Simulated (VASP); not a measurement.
# CaS (Fm-3m) in VASP: a series of runs, part 2 of 2

VASP 6.6.1. Earlier steps stand in the parts before.

## 4. Vibrations by perturbation theory, PBEsol

This run uses another cell than the first one, of 22.36 Å³/atom.

INCAR

```
PREC = Accurate ; ENCUT = 500
EDIFF = 1E-8 ; ISMEAR = 0
SIGMA = 0.01 ; LREAL = False
LASPH = True ; NELM = 120
ALGO = Normal ; ISIF = 2
LWAVE = False ; LCHARG = False
GGA = PS ; IBRION = 8
NSW = 1 ; LEPSILON = True
GGA_COMPAT = False
```

KPOINTS

```
regular mesh
0
Gamma
  6 6 6
```

POSCAR

```
CaS
1.0
    0.0000000000      2.8171719502      2.8171719502
    2.8171719502      0.0000000000      2.8171719502
    2.8171719502      2.8171719502      0.0000000000
Ca S
1 1
Direct
    0.0000000000      0.0000000000      0.0000000000
    0.5000000000      0.5000000000      0.5000000000
```

Potentials or basis: VASP PAW PBE potentials, release 64 (Ca_sv, S).

Started as:

```
> cat potpaw_PBE.64/Ca_sv/POTCAR potpaw_PBE.64/S/POTCAR > POTCAR
> mpirun -np 1 vasp_std > vasp.out
```

OUTCAR:

```text
PREC = Accurate
   ENCUT = 500
   EDIFF = 1E-8
   ISMEAR = 0
   LREAL = False
   LASPH = True
   NELM = 120
   ISIF = 2
   GGA = PS
   IBRION = 8
   NSW = 1
   LEPSILON = True

 ion  position               nearest neighbor table
   1  0.000  0.000  0.000-   2 2.82   2 2.82   2 2.82   2 2.82   2 2.82   2 2.82
   2  0.500  0.500  0.500-   1 2.82   1 2.82   1 2.82   1 2.82   1 2.82   1 2.82

  LATTYP: Found a face centered cubic cell.
 ALAT       =     5.6343439004

  Lattice vectors:

 A1 = (   0.0000000000,   2.8171719502,   2.8171719502)
 A2 = (   2.8171719502,   0.0000000000,   2.8171719502)
 A3 = (   2.8171719502,   2.8171719502,   0.0000000000)

Analysis of symmetry for initial positions (statically):
=====================================================================
 Subroutine PRICEL returns:
 Original cell was already a primitive cell.

 Routine SETGRP: Setting up the symmetry group for a
 face centered cubic supercell.

 Subroutine GETGRP returns: Found 48 space group operations
 (whereof 48 operations were pure point group operations)
 out of a pool of 48 trial point group operations.

The static configuration has the point symmetry O_h .

Analysis of symmetry for dynamics (positions and initial velocities):
=====================================================================
 Subroutine PRICEL returns:
 Original cell was already a primitive cell.

 Routine SETGRP: Setting up the symmetry group for a
 face centered cubic supercell.

 Subroutine GETGRP returns: Found 48 space group operations
 (whereof 48 operations were pure point group operations)
 out of a pool of 48 trial point group operations.

The dynamic configuration has the point symmetry O_h .

 Subroutine INISYM returns: Found 48 space group operations
 (whereof 48 operations are pure point group operations),
 and found     1 'primitive' translations

----------------------------------------------------------------------------------------

                                     Primitive cell

  volume of cell :      44.7167

  direct lattice vectors                    reciprocal lattice vectors
     0.000000000  2.817171950  2.817171950    -0.177482954  0.177482954  0.177482954
     2.817171950  0.000000000  2.817171950     0.177482954 -0.177482954  0.177482954
     2.817171950  2.817171950  0.000000000     0.177482954  0.177482954 -0.177482954

  length of vectors
     3.984082780  3.984082780  3.984082780     0.307409494  0.307409494  0.307409494

[... 420 lines left out ...]

 PIEZOELECTRIC TENSOR FIELD DIRECTION 3  (C/m^2)
 -----------------------------------------------------------------------------
     0.00019  0.00000  0.00000
     0.00000  0.00019  0.00000
     0.00000 -0.00000 -0.00102

--------------------------------------- Ionic step        4  -------------------------------------------

------------------------ aborting loop because EDIFF is reached ----------------------------------------

[... ionic steps 5 to 6 ...]

--------------------------------------- Ionic step        7  -------------------------------------------

 Free energy of the ion-electron system (eV)
  ---------------------------------------------------
  ---------------------------------------------------
  free energy    TOTEN  =        -0.10889787 eV

  energy without entropy =       -0.10889787

------------------------ aborting loop because EDIFF is reached ----------------------------------------

 INTERNAL STRAIN TENSOR  FOR ION    2  DIRECTION 1   (eV/Angst):
 -----------------------------------------------------------------------------
    -0.00884  0.00000  0.00000
     0.00000  0.00156  0.00000
     0.00000  0.00000  0.00156

 MACROSCOPIC STATIC DIELECTRIC TENSOR (including local field effects in DFT)
 ------------------------------------------------------
           5.303337     0.000000     0.000000
           0.000000     5.303337    -0.000000
          -0.000000     0.000000     5.303337
 ------------------------------------------------------

 PIEZOELECTRIC TENSOR (including local field effects)  for field in x, y, z        (e  Angst)
          XX          YY          ZZ          XY          YZ          ZX
  --------------------------------------------------------------------------------
  x     0.00000     0.00000     0.00000     0.00000     0.00000     0.00000
  y     0.00000     0.00000     0.00000     0.00000     0.00000     0.00000
  z     0.00000     0.00000     0.00000     0.00000     0.00000     0.00000

 PIEZOELECTRIC TENSOR (including local field effects)  for field in x, y, z        (C/m^2)
          XX          YY          ZZ          XY          YZ          ZX
  --------------------------------------------------------------------------------
  x     0.00000     0.00000     0.00000     0.00000     0.00000     0.00000
  y     0.00000     0.00000     0.00000     0.00000     0.00000     0.00000
  z     0.00000     0.00000     0.00000     0.00000     0.00000     0.00000

 BORN EFFECTIVE CHARGES (including local field effects) (in |e|, cummulative output)
 ---------------------------------------------------------------------------------
 ion    1
    1     2.37360    -0.00000     0.00000
    2     0.00000     2.37360     0.00000
    3    -0.00000     0.00000     2.37360
 ion    2
    1    -2.37360     0.00000    -0.00000
    2    -0.00000    -2.37360    -0.00000
    3     0.00000    -0.00000    -2.37360

 INTERNAL STRAIN TENSOR FOR ION    2 for displacements in x,y,z  (eV/Angst):
          X           Y           Z          XY          YZ          ZX
  --------------------------------------------------------------------------------
  x     0.00000     0.00000     0.00000     0.00000     0.00000     0.00000
  y     0.00000     0.00000     0.00000     0.00000     0.00000     0.00000
  z     0.00000     0.00000     0.00000     0.00000     0.00000     0.00000

 SECOND DERIVATIVES (NOT SYMMETRIZED)
 ------------------------------------
               1X          1Y          1Z          2X          2Y          2Z
  1X    -3.510813    0.000000    0.000000    3.510813    0.000000    0.000000
  1Y     0.000000   -3.510813    0.000000    0.000000    3.510813    0.000000
  1Z     0.000000    0.000000   -3.510813    0.000000    0.000000    3.510813
  2X     3.499328    0.000000    0.000000   -3.499328    0.000000    0.000000
  2Y     0.000000    3.499328    0.000000    0.000000   -3.499328    0.000000
  2Z     0.000000    0.000000    3.499328    0.000000    0.000000   -3.499328

 Eigenvectors and eigenvalues of the dynamical matrix
 ----------------------------------------------------

   1 f  =    6.934009 THz    43.567664 2PiTHz  231.293647 cm-1    28.676744 meV
             X         Y         Z           dx          dy          dz
      0.000000  0.000000  0.000000    -0.202955    0.635681   -0.000000
      2.817172  2.817172  2.817172     0.226526   -0.709510    0.000000
[... 21 lines left out ...]
   6 f/i=    0.005646 THz     0.035475 2PiTHz    0.188329 cm-1     0.023350 meV
             X         Y         Z           dx          dy          dz
      0.000000  0.000000  0.000000     0.012331   -0.053342   -0.742779
      2.817172  2.817172  2.817172     0.011048   -0.047792   -0.665489

--------------------------------------------------------------------------------------------------------

 MACROSCOPIC STATIC DIELECTRIC TENSOR IONIC CONTRIBUTION
 ------------------------------------------------------
           6.504510    -0.000000     0.000000
          -0.000000     6.504510     0.000000
           0.000000     0.000000     6.504510
 ------------------------------------------------------

 ELASTIC MODULI CONTR FROM IONIC RELAXATION (kBar)
 Direction    XX          YY          ZZ          XY          YZ          ZX
 --------------------------------------------------------------------------------
 XX           0.0000      0.0000      0.0000      0.0000      0.0000      0.0000
 YY           0.0000      0.0000      0.0000      0.0000      0.0000      0.0000
 ZZ           0.0000      0.0000      0.0000      0.0000      0.0000      0.0000
 XY           0.0000      0.0000      0.0000      0.0000      0.0000      0.0000
 YZ           0.0000      0.0000      0.0000      0.0000      0.0000      0.0000
 ZX           0.0000      0.0000      0.0000      0.0000      0.0000      0.0000
 --------------------------------------------------------------------------------

 PIEZOELECTRIC TENSOR IONIC CONTR  for field in x, y, z        (C/m^2)
          XX          YY          ZZ          XY          YZ          ZX
  --------------------------------------------------------------------------------
  x     0.00000     0.00000     0.00000     0.00000     0.00000     0.00000
  y     0.00000     0.00000     0.00000     0.00000     0.00000     0.00000
  z     0.00000     0.00000     0.00000     0.00000     0.00000     0.00000
```

OSZICAR:

```text
N       E                     dE             d eps       ncg     rms          rms(c)
DAV:   1     0.105798815070E+03    0.10580E+03   -0.75604E+03   384   0.121E+03
DAV:   2    -0.523664177892E+01   -0.11104E+03   -0.10705E+03   400   0.287E+02
DAV:   3    -0.108401005051E+02   -0.56035E+01   -0.55438E+01   520   0.601E+01
[... 245 lines left out ...]
RMM:  14    -0.108897855739E+00   -0.17236E-07    0.25287E-08  1718   0.239E-04    0.530E-06
RMM:  15    -0.108897859947E+00   -0.42089E-08    0.33072E-07  1629   0.231E-04    0.685E-07
RMM:  16    -0.108897861890E+00   -0.19428E-08    0.36048E-07  1574   0.228E-04    0.668E-07
RMM:  17    -0.108897864837E+00   -0.29471E-08    0.42114E-07  1472   0.227E-04    0.402E-07
RMM:  18    -0.108897868057E+00   -0.32195E-08    0.41895E-07  1477   0.226E-04    0.109E-07
RMM:  19    -0.108897867982E+00    0.75357E-10    0.44413E-07  1273   0.226E-04    0.852E-08
 Linear response finished
```

It took 10 min on 1 thread of Intel Xeon 8259CL, shared host; peak memory 0.21 GiB.

What came out:

| Property | Result |
| --- | --- |
| Electronic dielectric tensor (diagonal) | 5.30 |
| Born charges (mean of the diagonal) | Ca +2.37; S -2.37 e |
| Highest phonon frequency at Γ, LO-TO splitting left out | 231 cm⁻¹ |

Phonon frequencies in cm⁻¹ (negative: imaginary):
| q point | frequencies |
| --- | --- |
| (0.000, 0.000, 0.000) | 0 0 0 231 231 231 |

Electronic dielectric tensor:
```
5.30 0.00 0.00
0.00 5.30 0.00
0.00 0.00 5.30
```

Born effective charge tensors (e):
atom 1, Ca
```
2.37 0.00 0.00
0.00 2.37 0.00
0.00 0.00 2.37
```
atom 2, S
```
-2.37  0.00  0.00
 0.00 -2.37  0.00
 0.00  0.00 -2.37
```

Caveat: the PAW data sets were made with another functional, which shifts forces and pressure a little.

## 5. Vibrations by perturbation theory, PBEsol (23.03 Å³/atom)

This run uses another cell than the first one, of 23.03 Å³/atom.

INCAR

```
PREC = Accurate
ENCUT = 500
EDIFF = 1E-8
ISMEAR = 0
SIGMA = 0.01
LREAL = F
LASPH = T
NELM = 120
ALGO = Normal
ISIF = 2
LWAVE = F
LCHARG = F
GGA = PS
NBANDS = 15
IBRION = 8
NSW = 1
GGA_COMPAT = F
```

KPOINTS

```
Automatic mesh
0
Gamma
  6 6 6
```

POSCAR

```
CaS
1.0
    0.0000000000      2.8450665559      2.8450665559
    2.8450665559      0.0000000000      2.8450665559
    2.8450665559      2.8450665559      0.0000000000
Ca S
1 1
Direct
    0.0000000000      0.0000000000      0.0000000000
    0.5000000000      0.5000000000      0.5000000000
```

Potentials or basis: VASP PAW PBE potentials, release 64 (Ca_sv, S).

Started as:

```
> cat potpaw_PBE.64/Ca_sv/POTCAR potpaw_PBE.64/S/POTCAR > POTCAR
> mpirun -np 1 vasp_std > vasp.out
```

OUTCAR:

```text
PREC = Accurate
   ENCUT = 500
   EDIFF = 1E-8
   ISMEAR = 0
   LREAL = F
   LASPH = T
   NELM = 120
   ISIF = 2
   GGA = PS
   IBRION = 8
   NSW = 1

 ion  position               nearest neighbor table
   1  0.000  0.000  0.000-   2 2.85   2 2.85   2 2.85   2 2.85   2 2.85   2 2.85
   2  0.500  0.500  0.500-   1 2.85   1 2.85   1 2.85   1 2.85   1 2.85   1 2.85

  LATTYP: Found a face centered cubic cell.
 ALAT       =     5.6901331118

  Lattice vectors:

 A1 = (   0.0000000000,   2.8450665559,   2.8450665559)
[... 533 lines left out ...]
  1X    -3.059321    0.000000    0.000000    3.059321    0.000000    0.000000
  1Y     0.000000   -3.059321    0.000000    0.000000    3.059321    0.000000
  1Z     0.000000    0.000000   -3.059321    0.000000    0.000000    3.059321
  2X     3.075867    0.000000    0.000000   -3.075867    0.000000    0.000000
  2Y     0.000000    3.075867    0.000000    0.000000   -3.075867    0.000000
  2Z     0.000000    0.000000    3.075867    0.000000    0.000000   -3.075867

 Eigenvectors and eigenvalues of the dynamical matrix
 ----------------------------------------------------

   1 f  =    6.488433 THz    40.768026 2PiTHz  216.430822 cm-1    26.833990 meV
             X         Y         Z           dx          dy          dz
      0.000000  0.000000  0.000000     0.000000    0.665688    0.000000
      2.845067  2.845067  2.845067     0.000000   -0.746230    0.000000
[... 21 lines left out ...]
   6 f/i=    0.008693 THz     0.054617 2PiTHz    0.289953 cm-1     0.035950 meV
             X         Y         Z           dx          dy          dz
      0.000000  0.000000  0.000000     0.000000    0.000000    0.746230
      2.845067  2.845067  2.845067     0.000000    0.000000    0.665688

--------------------------------------------------------------------------------------------------------

 ELASTIC MODULI CONTR FROM IONIC RELAXATION (kBar)
 Direction    XX          YY          ZZ          XY          YZ          ZX
 --------------------------------------------------------------------------------
 XX           0.0000      0.0000      0.0000      0.0000      0.0000      0.0000
 YY           0.0000      0.0000      0.0000      0.0000      0.0000      0.0000
 ZZ           0.0000      0.0000      0.0000      0.0000      0.0000      0.0000
 XY           0.0000      0.0000      0.0000      0.0000      0.0000      0.0000
 YZ           0.0000      0.0000      0.0000      0.0000      0.0000      0.0000
 ZX           0.0000      0.0000      0.0000      0.0000      0.0000      0.0000
 --------------------------------------------------------------------------------
```

OSZICAR:

```text
N       E                     dE             d eps       ncg     rms          rms(c)
DAV:   1     0.108006138398E+03    0.10801E+03   -0.76105E+03   480   0.977E+02
[... 51 lines left out ...]
RMM:  10    -0.108958048336E+00    0.60145E-06    0.90226E-06  1989   0.243E-04    0.290E-05
RMM:  11    -0.108957740378E+00    0.30796E-06   -0.55569E-08  2000   0.112E-04    0.260E-05
RMM:  12    -0.108957755515E+00   -0.15136E-07    0.27779E-07  2060   0.488E-05    0.101E-05
RMM:  13    -0.108957749523E+00    0.59916E-08    0.27922E-07  1976   0.254E-05    0.613E-06
RMM:  14    -0.108957710185E+00    0.39339E-07    0.57765E-08  1943   0.185E-05    0.339E-06
RMM:  15    -0.108957741369E+00   -0.31184E-07   -0.60903E-08  1869   0.142E-05    0.971E-07
RMM:  16    -0.108957740708E+00    0.66042E-09    0.74925E-08  1631   0.112E-05    0.230E-07
 Linear response finished
```

Wall time 4.4 min (1 thread of Intel Xeon 8259CL, shared host); peak memory 0.21 GiB.

What came out:

| Property | Result |
| --- | --- |
| Highest phonon frequency at Γ, LO-TO splitting left out | 216 cm⁻¹ |

Phonon frequencies in cm⁻¹ (negative: imaginary):
```
              q point        frequencies
(0.000, 0.000, 0.000)  0 0 0 216 216 216
```

Caveat: the cell stands under pressure or tension, which shifts response properties; the PAW data sets were made with another functional, which shifts forces and pressure a little.
